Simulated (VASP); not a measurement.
# AgAu (P-6m2) in VASP: notebook

Runs on AgAu. Level: LDA. Tasks: single point, relaxation of volume and atoms at fixed shape.

Program: VASP 6.6.1. These are calculated values, not measurements. Logs are shortened: lines on timing, memory, paths and dates and some standing lists are left out, and cuts for length are marked.

**1. The cell of the first run**

The structure is hexagonal, space group P-6m2 (No. 187). Conventional cell: a = 2.868 Å, b = 2.868 Å, c = 4.589 Å, α = 90.00°, β = 90.00°, γ = 120.00°. Ag (site symmetry -6m2) has 6 Au at 2.83 Å and 6 Ag at 2.87 Å within 3.7 Å. Within 3.7 Å of Au (site symmetry -6m2) lie 6 Ag at 2.83 Å and 6 Au at 2.87 Å.

**2. Single point, LDA**

INCAR

```
PREC = Accurate
ENCUT = 520
EDIFF = 1E-7
ISMEAR = -1
SIGMA = 0.1
LREAL = F
LASPH = T
NELM = 60
ALGO = Normal
ISIF = 2
LWAVE = F
LCHARG = T
GGA = CA
LELF = T
LVHAR = T
NBANDS = 18
```

KPOINTS

```
regular mesh
0
Gamma
  10 10 5
```

POSCAR

```
AgAu
1.0
    2.8677952974      0.0000000000      0.0000000000
   -1.4338976487      2.4835835804      0.0000000000
    0.0000000000      0.0000000000      4.5890956362
Ag Au
1 1
Direct
    0.0000000000      0.0000000000      0.5000000000
    0.6666666667      0.3333333333      0.0000000000
```

Potentials or basis: VASP PAW LDA potentials, release 64 (Ag, Au).

Started as:

```bash
$ cat potpaw_LDA.64/Ag/POTCAR potpaw_LDA.64/Au/POTCAR > POTCAR
$ mpirun -np 1 vasp_std > vasp.out
```

OUTCAR:

```text
PREC = Accurate
   ENCUT = 520
   EDIFF = 1E-7
   ISMEAR = -1
   LREAL = F
   LASPH = T
   NELM = 60
   ISIF = 2
   GGA = CA

 ion  position               nearest neighbor table
   1  0.000  0.000  0.500-   2 2.83   2 2.83   2 2.83   2 2.83   2 2.83   2 2.83
   2  0.667  0.333  0.000-   1 2.83   1 2.83   1 2.83   1 2.83   1 2.83   1 2.83

  LATTYP: Found a hexagonal cell.
 ALAT       =     2.8677952974
 C/A-ratio  =     1.6002172960

  Lattice vectors:

 A1 = (   2.8677952974,   0.0000000000,   0.0000000000)
 A2 = (  -1.4338976487,   2.4835835804,   0.0000000000)
 A3 = (   0.0000000000,   0.0000000000,   4.5890956362)

Analysis of symmetry for initial positions (statically):
=====================================================================
 Subroutine PRICEL returns:
 Original cell was already a primitive cell.

 Routine SETGRP: Setting up the symmetry group for a
 hexagonal supercell.

 Subroutine GETGRP returns: Found 12 space group operations
 (whereof 12 operations were pure point group operations)
 out of a pool of 24 trial point group operations.

The static configuration has the point symmetry D_3h.

Analysis of symmetry for dynamics (positions and initial velocities):
=====================================================================
 Subroutine PRICEL returns:
 Original cell was already a primitive cell.

 Routine SETGRP: Setting up the symmetry group for a
 hexagonal supercell.

 Subroutine GETGRP returns: Found 12 space group operations
 (whereof 12 operations were pure point group operations)
 out of a pool of 24 trial point group operations.

The dynamic configuration has the point symmetry D_3h.

 Subroutine INISYM returns: Found 12 space group operations
 (whereof 12 operations are pure point group operations),
 and found     1 'primitive' translations

----------------------------------------------------------------------------------------

                                     Primitive cell

  volume of cell :      32.6854

  direct lattice vectors                    reciprocal lattice vectors
     2.867795297  0.000000000  0.000000000     0.348699923  0.201321995  0.000000000
    -1.433897649  2.483583580  0.000000000     0.000000000  0.402643989  0.000000000
     0.000000000  0.000000000  4.589095636     0.000000000  0.000000000  0.217907858

  length of vectors
     2.867795297  2.867795297  4.589095636     0.402643989  0.402643989  0.217907858

  position of ions in fractional coordinates (direct lattice)
     0.000000000  0.000000000  0.500000000
     0.666666667  0.333333333  0.000000000

  ion indices of the primitive-cell ions
   primitive index   ion index
                 1           1
                 2           2

----------------------------------------------------------------------------------------

 KPOINTS: regular mesh

Automatic generation of k-mesh.
 Grid dimensions read from file:
 generate k-points for:   10   10    5

 Generating k-lattice:

  Cartesian coordinates                     Fractional coordinates (reciprocal lattice)
     0.034869992  0.020132199  0.000000000     0.100000000  0.000000000  0.000000000
     0.000000000  0.040264399  0.000000000     0.000000000  0.100000000  0.000000000
     0.000000000  0.000000000  0.043581572     0.000000000  0.000000000  0.200000000

  Length of vectors
     0.040264399  0.040264399  0.043581572

  Shift w.r.t. Gamma in fractional coordinates (k-lattice)
     0.000000000  0.000000000  0.000000000

 Subroutine IBZKPT returns following result:
 ===========================================

 Found     42 irreducible k-points:

 Following reciprocal coordinates:
            Coordinates               Weight
  0.000000  0.000000  0.000000      1.000000
  0.100000 -0.000000  0.000000      6.000000
  0.200000 -0.000000  0.000000      6.000000
  0.300000 -0.000000  0.000000      6.000000
  0.400000  0.000000  0.000000      6.000000
  0.500000  0.000000  0.000000      3.000000
[... 16 lines left out ...]
  0.300000  0.100000  0.200000     24.000000
  0.400000  0.100000  0.200000     24.000000
 [... further k-points ...]
   k-points           NKPTS =     42   k-points in BZ     NKDIM =     42   number of bands    NBANDS=     18
   number of dos      NEDOS =    301   number of ions     NIONS =      2
   total plane-waves  NPLWV =  20736
   dimension x,y,z NGX =    24 NGY =   24 NGZ =   36
   dimension x,y,z NGXF=    48 NGYF=   48 NGZF=   72
   ions per type =               1   1
   NGX,Y,Z   is equivalent  to a cutoff of  13.91, 13.91, 13.04 a.u.
   NGXF,Y,Z  is equivalent  to a cutoff of  27.83, 27.83, 26.08 a.u.
 SYSTEM =  unknown system
   PREC   = accura    normal or accurate (medium, high low for compatibility)
   ISTART =      0    job   : 0-new  1-cont  2-samecut
   ICHARG =      2    charge: 1-file 2-atom 10-const
   ISPIN  =      1    spin polarized calculation?
   LNONCOLLINEAR =      F non collinear calculations
   LSORBIT =      F    spin-orbit coupling
   LASPH  =      T    aspherical Exc in radial PAW
   ENCUT  =  520.0 eV  38.22 Ry    6.18 a.u.   5.33  5.33  8.53*2*pi/ulx,y,z
   NELM   =     60;   NELMIN=  2; NELMDL= -5     # of ELM steps
   EDIFF  = 0.1E-06   stopping-criterion for ELM
   LREAL  =      F    real-space projection
   EDIFFG = 0.1E-05   stopping-criterion for IOM
   NSW    =      0    number of steps for IOM
   IBRION =     -1    ionic relax: 0-MD 1-quasi-New 2-CG
   NFREE  =      0    steps in history (QN), initial steepest desc. (CG)
   ISIF   =      2    stress and relaxation
   ISYM   =      2    0-nonsym 1-usesym 2-fastsym
   POTIM  = 0.5000    time-step for ionic-motion
   TEBEG  =    0.0;   TEEND  =   0.0 temperature during run
   PSTRESS=    0.0 pullay stress
   NELECT =      22.0000    total number of electrons
   NUPDOWN=      -1.0000    fix difference up-down
   EMIN   =  10.00;   EMAX   =-10.00  energy-range for DOS
   EFERMI =   0.00;   METHOD = LEGACY
   ISMEAR =    -1;   SIGMA  =   0.10  broadening in eV -4-tet -1-fermi 0-gaus
   EFERMI_NEDOS =   21; number of points for ismear=-14 and -15
   IALGO  =     38    algorithm
   IMIX   =      4    mixing-type and parameters
     AMIX     =   0.40;   BMIX     =  1.00
     AMIX_MAG =   1.60;   BMIX_MAG =  1.00
  volume/ion in A,a.u.               =      16.34       110.29
  Fermi-wavevector in a.u.,A,eV,Ry     =   1.434711  2.711210 28.006167  2.058395
  Thomas-Fermi vector in A             =   2.554089
   LORBIT       =      0    0 simple, 1 ext, 2 COOP (PROOUT), +10 PAW based schemes
   GGA     = CA    functional components
   LHFCALC =     F    Hartree Fock is set to
   AEXX    =    0.0000 exact exchange contribution
   IVDW    =     0    specifies the selected vdW correction
   LEPSILON=     F    determine dielectric tensor
   LRPA    =     F    only Hartree local field effects (RPA)
 non-spin polarized calculation
  energy-cutoff  :      520.00
  volume of cell :       32.69
 maximum number of plane-waves:       899
 NGX is ok and might be reduce to    24
   NGX = 11   NGY = 11   NGZ = 17

 number of electron      21.9999997 magnetization

 Free energy of the ion-electron system (eV)
  ---------------------------------------------------
  ext. energy  EPLUGINS =         0.00000000
  ---------------------------------------------------
  free energy    TOTEN  =        -8.26702759 eV

  energy without entropy =       -8.23610406  energy(sigma->0) =       -8.25156583

 E-fermi :   9.3668     XC(G=0): -13.0323

 val. band max:        9.2479181789   @ k =   0.5000   0.0000   0.2000
 cond. band min:       9.3674831804   @ k =   0.5000   0.0000   0.4000
 fundamental gap:      0.1195650014
 Fermi energy:         9.3668309927

 k-point     1 :       0.0000    0.0000    0.0000
  band No.  band energies     occupation
      1      -0.0304      2.00000
      2       2.3352      2.00000
      3       4.5281      2.00000
      4       4.5281      2.00000
      5       4.5460      2.00000
      6       4.9404      2.00000
[... 10 lines left out ...]
     17      27.5639      0.00000
     18      27.5639      0.00000

 k-point     2 :       0.1000   -0.0000    0.0000
  band No.  band energies     occupation
      1       0.2750      2.00000
      2       2.5257      2.00000
      3       4.2592      2.00000
      4       4.6931      2.00000
      5       4.7486      2.00000
      6       4.9161      2.00000
[... 10 lines left out ...]
     17      26.8886      0.00000
     18      27.8559      0.00000

 k-point     3 :       0.2000   -0.0000    0.0000
  band No.  band energies     occupation
      1       1.1059      2.00000
      2       2.9040      2.00000
      3       4.0334      2.00000
      4       4.3675      2.00000
      5       4.6456      2.00000
      6       4.8511      2.00000
[... 10 lines left out ...]
     17      26.1426      0.00000
     18      27.2262      0.00000

 k-point     4 :       0.3000   -0.0000    0.0000
  band No.  band energies     occupation
      1       2.0657      2.00000
      2       2.9130      2.00000
      3       3.6135      2.00000
      4       4.3019      2.00000
      5       4.5925      2.00000
      6       4.7236      2.00000
[... 10 lines left out ...]
     17      24.1931      0.00000
     18      26.2641      0.00000

 k-point     5 :       0.4000    0.0000    0.0000
  band No.  band energies     occupation
      1       2.4016      2.00000
      2       2.8058      2.00000
      3       3.1058      2.00000
      4       4.4040      2.00000
      5       4.9083      2.00000
      6       4.9408      2.00000
[... 10 lines left out ...]
     17      22.1386      0.00000
     18      25.1233      0.00000

 k-point     6 :       0.5000    0.0000    0.0000
  band No.  band energies     occupation
      1       2.3701      2.00000
      2       2.7984      2.00000
      3       2.9310      2.00000
      4       4.3357      2.00000
      5       4.8753      2.00000
      6       5.0981      2.00000
[... 10 lines left out ...]
     17      21.0995      0.00000
     18      24.7019      0.00000

 k-point     7 :       0.1000    0.1000    0.0000
  band No.  band energies     occupation
      1       0.8510      2.00000
      2       2.8401      2.00000
      3       4.0090      2.00000
      4       4.6331      2.00000
      5       4.7076      2.00000
      6       4.8342      2.00000
[... 10 lines left out ...]
     17      26.8441      0.00000
     18      27.2510      0.00000

 k-point     8 :       0.2000    0.1000    0.0000
  band No.  band energies     occupation
      1       1.8198      2.00000
      2       3.1173      2.00000
      3       3.8687      2.00000
      4       3.9112      2.00000
      5       4.5735      2.00000
      6       4.6632      2.00000
[... 10 lines left out ...]
     17      26.1502      0.00000
     18      26.6362      0.00000
[... 229 lines left out ...]
     17      23.4800      0.00000
     18      25.5403      0.00000

 k-point    20 :       0.5000    0.0000    0.2000
  band No.  band energies     occupation
      1       2.2523      2.00000
      2       2.6427      2.00000
      3       3.4794      2.00000
      4       3.9004      2.00000
      5       4.5279      2.00000
      6       5.2282      2.00000
[... 10 lines left out ...]
     17      21.9576      0.00000
     18      25.1416      0.00000

 k-point    21 :       0.1000    0.1000    0.2000
  band No.  band energies     occupation
      1       1.1330      2.00000
      2       2.9611      2.00000
      3       4.0513      2.00000
      4       4.2875      2.00000
      5       4.5036      2.00000
      6       4.7871      2.00000
[... 10 lines left out ...]
     17      25.8827      0.00000
     18      27.7905      0.00000

 k-point    22 :       0.2000    0.1000    0.2000
  band No.  band energies     occupation
      1       2.0037      2.00000
      2       3.2428      2.00000
      3       3.7364      2.00000
      4       3.9983      2.00000
      5       4.4067      2.00000
      6       4.8129      2.00000
[... 10 lines left out ...]
     17      25.1540      0.00000
     18      27.2958      0.00000

 k-point    23 :       0.3000    0.1000    0.2000
  band No.  band energies     occupation
      1       2.4737      2.00000
      2       3.0492      2.00000
      3       3.5394      2.00000
      4       3.9299      2.00000
      5       4.5410      2.00000
      6       4.9200      2.00000
[... 10 lines left out ...]
     17      24.0296      0.00000
     18      25.4265      0.00000

 k-point    24 :       0.4000    0.1000    0.2000
  band No.  band energies     occupation
      1       2.4302      2.00000
      2       2.8302      2.00000
      3       3.5695      2.00000
      4       3.8773      2.00000
      5       4.3955      2.00000
      6       5.2623      2.00000
[... 10 lines left out ...]
     17      22.7036      0.00000
     18      23.8271      0.00000

 [... further k-points ...]
[... 5 lines left out ...]
  --------------------------------------------------------------------------------------
  -------------------------------------------------------------------------------------
  Total       -0.0564920     -0.0564920      0.3137323      0.0000000      0.0000000     -0.0000000
  in kB       -2.7691333     -2.7691333     15.3785617      0.0000000      0.0000000     -0.0000000
  external PRESSURE =       3.2800984 kB  Pullay stress =       0.0000000 kB

 VOLUME and BASIS-vectors are now :
 -----------------------------------------------------------------------------
  energy-cutoff  :      520.00
  volume of cell :       32.69
      direct lattice vectors                 reciprocal lattice vectors
     2.867795297  0.000000000  0.000000000     0.348699923  0.201321995  0.000000000
    -1.433897649  2.483583580  0.000000000     0.000000000  0.402643989  0.000000000
     0.000000000  0.000000000  4.589095636     0.000000000  0.000000000  0.217907858

 POSITION                                       TOTAL-FORCE (eV/Angst)
 -----------------------------------------------------------------------------------
      0.00000      0.00000      2.29455        -0.000000      0.000000      0.000000
      1.43390      0.82786      0.00000         0.000000     -0.000000      0.000000
 -----------------------------------------------------------------------------------
    total drift:                               -0.000000      0.000000      0.000000

  FREE ENERGIE OF THE ION-ELECTRON SYSTEM (eV)
  ---------------------------------------------------
  free  energy   TOTEN  =        -8.2670275902 eV

  energy  without entropy=       -8.2361040622  energy(sigma->0) =       -8.25156583
```

It took 15 s on 1 thread of Intel Xeon Platinum 8559C (Emerald Rapids), shared host; peak memory 0.15 GiB.

Results:

```yaml
Free_energy: -8.2670 eV
Pressure: 0.3 GPa
Band_gap_on_the_k_mesh: zero (band 11 reaches 11.79 eV, above the bottom of band 12 at 6.63 eV)
```

Levels at points of the mesh, in eV from the Fermi level:
```
           k point  band 8  band 9  band 10  band 11  band 12  band 13  band 14  band 15
(0.00, 0.00, 0.00)   -4.17   -4.17    -2.57    -2.57    -0.70     3.88    14.82    17.24
(0.50, 0.00, 0.00)   -2.96   -2.31    -1.87     0.04     1.50     6.58     7.45     9.01
```

Caveat: spin-orbit coupling is left out, which moves the levels of the heavy elements.

**3. Relaxation of volume and atoms at fixed shape, LDA**

This run uses another cell than the first one, of 17.52 Å³/atom, 1.072 times its volume.

INCAR

```
SYSTEM = AgAu
PREC = Accurate ; ENCUT = 600
EDIFF = 1E-6 ; ISMEAR = -1
SIGMA = 0.1 ; LREAL = .FALSE.
LASPH = .TRUE. ; NELM = 60
ALGO = Normal ; ISIF = 8
LWAVE = .FALSE. ; LCHARG = .FALSE.
IBRION = 2 ; NSW = 80
EDIFFG = -0.02
```

KPOINTS

```
regular mesh
0
G
  10 10 5
  0 0 0
```

POSCAR

```
AgAu
1.0
    2.9351670000      0.0000000000      0.0000000000
   -1.4675835000      2.5419291863      0.0000000000
    0.0000000000      0.0000000000      4.6969050000
Ag Au
1 1
Direct
    0.0000000000      0.0000000000      0.5000000000
    0.6666666667      0.3333333333      0.0000000000
```

Potentials or basis: VASP PAW LDA potentials, release 64 (Ag, Au).

Started as:

```bash
$ cat potpaw_LDA.64/Ag/POTCAR potpaw_LDA.64/Au/POTCAR > POTCAR
$ mpirun -np 1 vasp_std > vasp.out
```

It took 26 s on 1 thread of Intel Xeon Platinum 8559C (Emerald Rapids), shared host; peak memory 0.17 GiB.

The run converged. Its results:

| Quantity | Value |
| --- | --- |
| Free energy | -8.2674 eV |
| Relaxed volume | 16.40 Å³/atom |
| Relaxed cell | a = 2.871 Å, b = 2.871 Å, c = 4.595 Å, α = 90.00°, β = 90.00°, γ = 120.00° |
| Space group after relaxing (to 0.05 Å) | P-6m2 (No. 187) |
| Energy gained by relaxing | 34.2 meV/atom |
| Ionic steps | 3 |
| Pressure after relaxing | -0.2 GPa |
| Band gap on the k mesh | zero (band 11 reaches 11.72 eV, above the bottom of band 12 at 6.58 eV) |

Stress tensor (GPa, compression positive):
```
-0.77  0.00  0.00
 0.00 -0.77  0.00
 0.00  0.00  1.00
```

The path:
```tsv
step	energy change (eV)	largest force (eV/Å)	pressure (GPa)	volume (Å³)
1	0.0000	0.0000	-8.91	35.04
2	0.0399	0.0000	15.52	30.33
3	-0.0683	0.0000	-0.18	32.80
```

Final structure:
```
CELL_PARAMETERS angstrom
2.87122 0.00000 0.00000
-1.43561 2.48655 0.00000
0.00000 0.00000 4.59457
ATOMIC_POSITIONS crystal
Ag 0.00000 0.00000 0.50000
Au 0.66667 0.33333 0.00000
```

Levels at points of the mesh, in eV from the Fermi level:
```tsv
k point	band 7	band 8	band 9	band 10	band 11	band 12	band 13	band 14	band 15
(0.00, 0.00, 0.00)	-4.41	-4.16	-4.16	-2.56	-2.56	-0.69	3.86	14.81	17.24
(0.50, 0.00, 0.00)	-3.92	-2.96	-2.31	-1.86	0.04	1.49	6.57	7.44	8.98
```

Caveat: spin-orbit coupling is left out, which moves the levels of the heavy elements.
